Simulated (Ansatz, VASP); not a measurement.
One calculation of BaTiO3, two programs

INCAR

```
SYSTEM = BaTiO3
ALGO = Normal
EDIFF = 1E-6
ENCUT = 520
GGA = PE
ISIF = 2
ISMEAR = 0
LASPH = .TRUE.
LCHARG = .FALSE.
LREAL = .FALSE.
LWAVE = .FALSE.
NBANDS = 28
NELM = 60
PREC = Accurate
SIGMA = 0.02
```

Contents of KPOINTS:

```
k-points
0
G
  8 8 6
  0 0 0
```

File POSCAR:

```
BaTiO3
1.0
    3.8658863003      0.0000000000      0.0000000000
    0.0000000000      3.8658863003      0.0000000000
    0.0000000000      0.0000000000      4.5694207611
Ba Ti O
1 1 3
Direct
    0.5000000000      0.5000000000      0.6199797949
    0.0000000000      0.0000000000      0.1248770125
    0.0000000000      0.5000000000      0.0493381201
    0.5000000000      0.0000000000      0.0493381201
    0.0000000000      0.0000000000      0.5164639423
```

Input for Ansatz:

```yaml
crystal:
  lattice:
    - [3.8658863003, 0.0, 0.0]
    - [0.0, 3.8658863003, 0.0]
    - [0.0, 0.0, 4.5694207611]
  atoms:
    - { symbol: Ba, position: [0.5, 0.5, 0.6199797949] }
    - { symbol: Ti, position: [0.0, 0.0, 0.1248770125] }
    - { symbol: O, position: [0.0, 0.5, 0.0493381201] }
    - { symbol: O, position: [0.5, 0.0, 0.0493381201] }
    - { symbol: O, position: [0.0, 0.0, 0.5164639423] }
basis:
  ecutwfc: 420
kpoints:
  mp_grid: { grid: [8, 8, 6] }
  band_path: { path: [VBM, CBM], npoints: 2 }
hamiltonian:
  xc: pbe
scf:
  occupations: { method: gaussian, width: 0.02 }
output:
  forces: true
  stress: true
  eigenvalues: true
checkpoint:
  read: start.run
  write: ck
  compress: false
  write_wavefunctions: false
  write_every: 100000
```

Alike in both runs: task single point; functional PBE; k mesh 8 × 8 × 6; occupations gaussian, width 0.02 eV; no spin polarisation.

|  | VASP | Ansatz |
| --- | --- | --- |
| version | VASP 6.6.1 | Ansatz 0.2.0 |
| potentials or method | VASP PAW PBE potentials, release 64 (Ba_sv, Ti_sv, O), cutoff 520 eV | scalar-relativistic, plane waves, PAW |
| valence electrons in the cell | 40 | 40 |

|  | VASP | Ansatz | Ansatz less VASP |
| --- | --- | --- | --- |
| gap on the k mesh at the Fermi level (eV) | 1.87 | 1.92 | +0.047 |
| least direct gap on the mesh (eV) | 2.68 | 2.72 | +0.038 |
| pressure (GPa) | 4.8 | 3.3 | -1.58 |
| traceless stress, the component that is largest in VASP (GPa) | -3.28 | -3.24 | +0.035 |
| rms of the force components (eV/Å) | 0.041 | 0.001 | -0.0395 |

Atom by atom the forces differ by 0.042 eV/Å (rms over components).

Spin-orbit coupling is off throughout.
